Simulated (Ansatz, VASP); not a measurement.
## One calculation of H, two programs

```
H
1.0
     2.58864   -2.47932    0.00000
     2.58864    2.47932    0.00000
     0.00000    0.00000    4.16269
H
4
Direct
  0.95740 0.04260 0.06336
  0.45740 0.54260 0.43664
  0.54260 0.45740 0.56336
  0.04260 0.95740 0.93664
```

Alike in both runs: task single point; functional PBE; k mesh 6 × 6 × 6; occupations gaussian, width 0.02 eV; no spin polarisation.

|  | VASP | Ansatz |
| --- | --- | --- |
| version | VASP 6.6.1 | Ansatz 0.2.0 |
| potentials or method | VASP PAW PBE potentials, release 64 (H), cutoff 500 eV | scalar-relativistic, plane waves, PAW |
| valence electrons in the cell | 4 | 4 |

|  | VASP | Ansatz | Ansatz less VASP |
| --- | --- | --- | --- |
| gap on the k mesh at the Fermi level (eV) | 9.89 | 9.89 | +0.003 |
| least direct gap on the mesh (eV) | 10.48 | 10.48 | +0.003 |
| pressure (GPa) | 4.3 | 4.6 | +0.25 |
| traceless stress, the component that is largest in VASP (GPa) | -4.45 | -4.47 | -0.019 |
| rms of the force components (eV/Å) | 1.906 | 1.905 | -0.0009 |

Atom by atom the forces differ by 0.001 eV/Å (rms over components).
